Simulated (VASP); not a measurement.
# AlFe2 (P6/mmm) in VASP: single point with r2SCAN

Aim: the single point of AlFe2 with r2SCAN.

Everything below comes from runs of VASP 6.6.1. Logs are shortened: lines on timing, memory, paths and dates and some standing lists are left out, and cuts for length are marked.

### 1 The cell of the first run

Symmetry: P6/mmm, No. 191, hexagonal system. Conventional cell: a = 4.135 Å, b = 4.135 Å, c = 2.552 Å, α = 90.00°, β = 90.00°, γ = 120.00°. Al (site symmetry 6/mmm) has 2 Al at 2.55 Å and 12 Fe at 2.71 Å within 3.4 Å. Within 3.2 Å of Fe (site symmetry -6m2) lie 5 Fe at 2.39 to 2.55 Å and 6 Al at 2.71 Å.

### 2 Single point, r2SCAN

POSCAR

```
AlFe2
1.0
    4.1349222188      0.0000000000      0.0000000000
   -2.0674611094      3.5809476842      0.0000000000
    0.0000000000      0.0000000000      2.5522020000
Al Fe
1 2
Direct
    0.0000000000      0.0000000000      0.0000000000
    0.3333333333      0.6666666667      0.5000000000
    0.6666666667      0.3333333333      0.5000000000
```

INCAR.step1

```
  PREC = Accurate
  ENCUT = 520
  ISMEAR = 0
  SIGMA = 0.1
  LREAL = False
  LASPH = True
  NELM = 100
  NBANDS = 16
  GGA = PE
  ALGO = Normal
  EDIFF = 1E-4
  LWAVE = True
  LCHARG = False
```

INCAR.step2

```
  PREC = Accurate
  ENCUT = 520
  EDIFF = 1E-6
  ISMEAR = 0
  SIGMA = 0.1
  LREAL = False
  LASPH = True
  NELM = 100
  ALGO = Normal
  ISIF = 2
  LWAVE = False
  LCHARG = True
  METAGGA = R2SCAN
  LMIXTAU = True
  LELF = True
  LVHAR = True
  NBANDS = 16
  ISTART = 1
```

KPOINTS

```
Automatic mesh
0
Gamma
  12 12 16
```

Potentials or basis: VASP PAW PBE potentials, release 64 (Al, Fe).

Command:

```sh
> cat potpaw_PBE.64/Al/POTCAR potpaw_PBE.64/Fe/POTCAR > POTCAR
> cp INCAR.step1 INCAR
> mpirun -np 1 vasp_std > vasp.out
> cp INCAR.step2 INCAR
> mpirun -np 1 vasp_std > vasp.out
```

OUTCAR:

```text
PREC = Accurate
   ENCUT = 520
   EDIFF = 1E-6
   ISMEAR = 0
   LREAL = False
   LASPH = True
   NELM = 100
   ISIF = 2
   METAGGA = R2SCAN
   ISTART = 1

 ion  position               nearest neighbor table
   1  0.000  0.000  0.000-   2 2.71   3 2.71   2 2.71   3 2.71   3 2.71   3 2.71   2 2.71   2 2.71
                             3 2.71   3 2.71   2 2.71   2 2.71
   2  0.333  0.667  0.500-   3 2.39   3 2.39   3 2.39   1 2.71   1 2.71   1 2.71   1 2.71   1 2.71
                             1 2.71
   3  0.667  0.333  0.500-   2 2.39   2 2.39   2 2.39   1 2.71   1 2.71   1 2.71   1 2.71   1 2.71
                             1 2.71

  LATTYP: Found a hexagonal cell.
 ALAT       =     4.1349222188
 C/A-ratio  =     0.6172309574

  Lattice vectors:

 A1 = (   4.1349222188,   0.0000000000,   0.0000000000)
 A2 = (  -2.0674611094,   3.5809476842,   0.0000000000)
 A3 = (   0.0000000000,   0.0000000000,   2.5522020000)

Analysis of symmetry for initial positions (statically):
=====================================================================
 Subroutine PRICEL returns:
 Original cell was already a primitive cell.

 Routine SETGRP: Setting up the symmetry group for a
 hexagonal supercell.

 Subroutine GETGRP returns: Found 24 space group operations
 (whereof 24 operations were pure point group operations)
 out of a pool of 24 trial point group operations.

The static configuration has the point symmetry D_6h.

Analysis of symmetry for dynamics (positions and initial velocities):
=====================================================================
 Subroutine PRICEL returns:
 Original cell was already a primitive cell.

 Routine SETGRP: Setting up the symmetry group for a
 hexagonal supercell.

 Subroutine GETGRP returns: Found 24 space group operations
 (whereof 24 operations were pure point group operations)
 out of a pool of 24 trial point group operations.

The dynamic configuration has the point symmetry D_6h.

 Subroutine INISYM returns: Found 24 space group operations
 (whereof 24 operations are pure point group operations),
 and found     1 'primitive' translations

----------------------------------------------------------------------------------------

                                     Primitive cell

  volume of cell :      37.7903

  direct lattice vectors                    reciprocal lattice vectors
     4.134922219  0.000000000  0.000000000     0.241842518  0.139627843  0.000000000
    -2.067461109  3.580947684  0.000000000     0.000000000  0.279255685  0.000000000
     0.000000000  0.000000000  2.552202000     0.000000000  0.000000000  0.391818516

  length of vectors
     4.134922219  4.134922219  2.552202000     0.279255685  0.279255685  0.391818516

  position of ions in fractional coordinates (direct lattice)
     0.000000000  0.000000000  0.000000000
     0.333333333  0.666666667  0.500000000
     0.666666667  0.333333333  0.500000000

  ion indices of the primitive-cell ions
   primitive index   ion index
                 1           1
                 2           2
                 3           3

----------------------------------------------------------------------------------------

 KPOINTS: Automatic mesh

Automatic generation of k-mesh.
 Grid dimensions read from file:
 generate k-points for:   12   12   16

 Generating k-lattice:

  Cartesian coordinates                     Fractional coordinates (reciprocal lattice)
     0.020153543  0.011635654  0.000000000     0.083333333 -0.000000000  0.000000000
     0.000000000  0.023271307  0.000000000     0.000000000  0.083333333  0.000000000
     0.000000000  0.000000000  0.024488657     0.000000000  0.000000000  0.062500000

  Length of vectors
     0.023271307  0.023271307  0.024488657

  Shift w.r.t. Gamma in fractional coordinates (k-lattice)
     0.000000000  0.000000000  0.000000000

 Subroutine IBZKPT returns following result:
 ===========================================

 Found    171 irreducible k-points:

 Following reciprocal coordinates:
            Coordinates               Weight
  0.000000  0.000000  0.000000      1.000000
  0.083333  0.000000  0.000000      6.000000
  0.166667  0.000000  0.000000      6.000000
  0.250000  0.000000  0.000000      6.000000
  0.333333  0.000000  0.000000      6.000000
  0.416667  0.000000  0.000000      6.000000
[... 16 lines left out ...]
  0.250000  0.000000  0.062500     12.000000
  0.333333  0.000000  0.062500     12.000000
 [... further k-points ...]
   k-points           NKPTS =    171   k-points in BZ     NKDIM =    171   number of bands    NBANDS=     16
   number of dos      NEDOS =    301   number of ions     NIONS =      3
   total plane-waves  NPLWV =  20480
   dimension x,y,z NGX =    32 NGY =   32 NGZ =   20
   dimension x,y,z NGXF=    64 NGYF=   64 NGZF=   40
   ions per type =               1   2
   NGX,Y,Z   is equivalent  to a cutoff of  12.87, 12.87, 13.03 a.u.
   NGXF,Y,Z  is equivalent  to a cutoff of  25.73, 25.73, 26.06 a.u.
 SYSTEM =  unknown system
   PREC   = accura    normal or accurate (medium, high low for compatibility)
   ISTART =      1    job   : 0-new  1-cont  2-samecut
   ICHARG =      0    charge: 1-file 2-atom 10-const
   ISPIN  =      1    spin polarized calculation?
   LNONCOLLINEAR =      F non collinear calculations
   LSORBIT =      F    spin-orbit coupling
   LASPH  =      T    aspherical Exc in radial PAW
   ENCUT  =  520.0 eV  38.22 Ry    6.18 a.u.   7.69  7.69  4.75*2*pi/ulx,y,z
   NELM   =    100;   NELMIN=  2; NELMDL=  0     # of ELM steps
   EDIFF  = 0.1E-05   stopping-criterion for ELM
   LREAL  =      F    real-space projection
   EDIFFG = 0.1E-04   stopping-criterion for IOM
   NSW    =      0    number of steps for IOM
   IBRION =     -1    ionic relax: 0-MD 1-quasi-New 2-CG
   NFREE  =      0    steps in history (QN), initial steepest desc. (CG)
   ISIF   =      2    stress and relaxation
   ISYM   =      2    0-nonsym 1-usesym 2-fastsym
   POTIM  = 0.5000    time-step for ionic-motion
   TEBEG  =    0.0;   TEEND  =   0.0 temperature during run
   PSTRESS=    0.0 pullay stress
   NELECT =      19.0000    total number of electrons
   NUPDOWN=      -1.0000    fix difference up-down
   EMIN   =  10.00;   EMAX   =-10.00  energy-range for DOS
   EFERMI =   0.00;   METHOD = LEGACY
   ISMEAR =     0;   SIGMA  =   0.10  broadening in eV -4-tet -1-fermi 0-gaus
   EFERMI_NEDOS =   21; number of points for ismear=-14 and -15
   IALGO  =     38    algorithm
   IMIX   =      4    mixing-type and parameters
     AMIX     =   0.40;   BMIX     =  1.00
     AMIX_MAG =   1.60;   BMIX_MAG =  1.00
  volume/ion in A,a.u.               =      12.60        85.01
  Fermi-wavevector in a.u.,A,eV,Ry     =   1.301765  2.459979 23.056324  1.694592
  Thomas-Fermi vector in A             =   2.432877
   LORBIT       =      0    0 simple, 1 ext, 2 COOP (PROOUT), +10 PAW based schemes
   METAGGA = R2SCAN    functional components
   LHFCALC =     F    Hartree Fock is set to
   AEXX    =    0.0000 exact exchange contribution
   IVDW    =     0    specifies the selected vdW correction
   LEPSILON=     F    determine dielectric tensor
   LRPA    =     F    only Hartree local field effects (RPA)
 non-spin polarized calculation
 Gauss-broadening in eV      SIGMA  =   0.10
  energy-cutoff  :      520.00
  volume of cell :       37.79
 maximum number of plane-waves:      1060
 NGX is ok and might be reduce to    32
   NGX = 15   NGY = 15   NGZ =  9

 number of electron      18.9999993 magnetization

 Free energy of the ion-electron system (eV)
  ---------------------------------------------------
  ext. energy  EPLUGINS =         0.00000000
  ---------------------------------------------------
  free energy    TOTEN  =       -34.03656077 eV

  energy without entropy =      -34.00958019  energy(sigma->0) =      -34.02307048

 E-fermi :   6.7397     XC(G=0): -13.0613

 val. band max:        6.7385631632   @ k =   0.2500   0.1667   0.1250
 cond. band min:       6.7413451090   @ k =   0.0833   0.0000   0.1875
 fundamental gap:      0.0027819457
 Fermi energy:         6.7397080264

 k-point     1 :       0.0000    0.0000    0.0000
  band No.  band energies     occupation
      1      -3.5949      2.00000
      2       3.4263      2.00000
      3       3.4263      2.00000
      4       3.7638      2.00000
      5       4.8599      2.00000
      6       4.9226      2.00000
[... 8 lines left out ...]
     15      11.2653      0.00000
     16      11.2653      0.00000

 k-point     2 :       0.0833    0.0000    0.0000
  band No.  band energies     occupation
      1      -3.5082      2.00000
      2       3.2081      2.00000
      3       3.4670      2.00000
      4       3.8393      2.00000
      5       4.7317      2.00000
      6       4.9197      2.00000
[... 8 lines left out ...]
     15      11.9344      0.00000
     16      12.0806      0.00000

 k-point     3 :       0.1667    0.0000    0.0000
  band No.  band energies     occupation
      1      -3.2516      2.00000
      2       2.7251      2.00000
      3       3.5830      2.00000
      4       3.9505      2.00000
      5       4.4542      2.00000
      6       4.9170      2.00000
[... 8 lines left out ...]
     15      13.0364      0.00000
     16      13.1959      0.00000

 k-point     4 :       0.2500    0.0000    0.0000
  band No.  band energies     occupation
      1      -2.8367      2.00000
      2       2.0867      2.00000
      3       3.7532      2.00000
      4       4.0489      2.00000
      5       4.0756      2.00000
      6       4.9318      2.00000
[... 8 lines left out ...]
     15      14.2702      0.00000
     16      14.3622      0.00000

 k-point     5 :       0.3333    0.0000    0.0000
  band No.  band energies     occupation
      1      -2.2897      2.00000
      2       1.3441      2.00000
      3       3.6329      2.00000
      4       3.9347      2.00000
      5       4.2112      2.00000
      6       4.8627      2.00000
[... 8 lines left out ...]
     15      15.5899      0.00000
     16      15.6275      0.00000

 k-point     6 :       0.4167    0.0000    0.0000
  band No.  band energies     occupation
      1      -1.6828      2.00000
      2       0.5938      2.00000
      3       3.3369      2.00000
      4       4.0679      2.00000
      5       4.3489      2.00000
      6       4.7517      2.00000
[... 8 lines left out ...]
     15      16.8848      0.00000
     16      16.9020      0.00000
[... 267 lines left out ...]
 k-point    21 :       0.0833    0.0000    0.0625
  band No.  band energies     occupation
      1      -3.4119      2.00000
      2       3.2571      2.00000
      3       3.5065      2.00000
      4       3.8824      2.00000
      5       4.7725      2.00000
      6       4.9004      2.00000
[... 8 lines left out ...]
     15      12.0202      0.00000
     16      12.1515      0.00000

 k-point    22 :       0.1667    0.0000    0.0625
  band No.  band energies     occupation
      1      -3.1565      2.00000
      2       2.7825      2.00000
      3       3.6179      2.00000
      4       3.9902      2.00000
      5       4.4918      2.00000
      6       4.8879      2.00000
[... 8 lines left out ...]
     15      13.1284      0.00000
     16      13.2493      0.00000

 k-point    23 :       0.2500    0.0000    0.0625
  band No.  band energies     occupation
      1      -2.7437      2.00000
      2       2.1518      2.00000
      3       3.7809      2.00000
      4       4.0909      2.00000
      5       4.1163      2.00000
      6       4.8826      2.00000
[... 8 lines left out ...]
     15      14.3615      0.00000
     16      14.3913      0.00000

 k-point    24 :       0.3333    0.0000    0.0625
  band No.  band energies     occupation
      1      -2.2004      2.00000
      2       1.4181      2.00000
      3       3.6844      2.00000
      4       3.9547      2.00000
      5       4.2537      2.00000
      6       4.9035      2.00000
[... 8 lines left out ...]
     15      15.6147      0.00000
     16      15.6806      0.00000

 [... further k-points ...]

------------------------ aborting loop because EDIFF is reached ----------------------------------------

  FORCE on cell =-STRESS in cart. coord.  units (eV):
  Direction    XX          YY          ZZ          XY          YZ          ZX
  --------------------------------------------------------------------------------------
  -------------------------------------------------------------------------------------
  Total       -5.7129393     -5.7129393     -2.2232755     -0.0000000      0.0000000      0.0000000
  in kB     -242.2087475   -242.2087475    -94.2591446     -0.0000000      0.0000000      0.0000000
  external PRESSURE =    -192.8922132 kB  Pullay stress =       0.0000000 kB

 VOLUME and BASIS-vectors are now :
 -----------------------------------------------------------------------------
  energy-cutoff  :      520.00
  volume of cell :       37.79
      direct lattice vectors                 reciprocal lattice vectors
     4.134922219  0.000000000  0.000000000     0.241842518  0.139627843  0.000000000
    -2.067461109  3.580947684  0.000000000     0.000000000  0.279255685  0.000000000
     0.000000000  0.000000000  2.552202000     0.000000000  0.000000000  0.391818516

 POSITION                                       TOTAL-FORCE (eV/Angst)
 -----------------------------------------------------------------------------------
      0.00000      0.00000      0.00000         0.000000      0.000000      0.000000
     -0.00000      2.38730      1.27610        -0.000000      0.000000     -0.000000
      2.06746      1.19365      1.27610         0.000000      0.000000      0.000000
 -----------------------------------------------------------------------------------
    total drift:                               -0.000000      0.000000      0.000000

  FREE ENERGIE OF THE ION-ELECTRON SYSTEM (eV)
  ---------------------------------------------------
  free  energy   TOTEN  =       -34.0365607703 eV

  energy  without entropy=      -34.0095801893  energy(sigma->0) =      -34.02307048
```

It took 6 min on 1 thread of Oxide Virtual Turin-like, shared host; peak memory 0.21 GiB.

What came out:

```
Free energy            : -34.0366 eV
Pressure               : -19.3 GPa
Band gap on the k mesh : zero (an odd number of electrons rules out a gap without spin polarisation)
```

Caveat: the stress differs along the axes, from -24 to -9 GPa; the PAW data sets were made with another functional, which shifts forces and pressure a little; the run has no spin polarisation, though such a crystal can be magnetic.
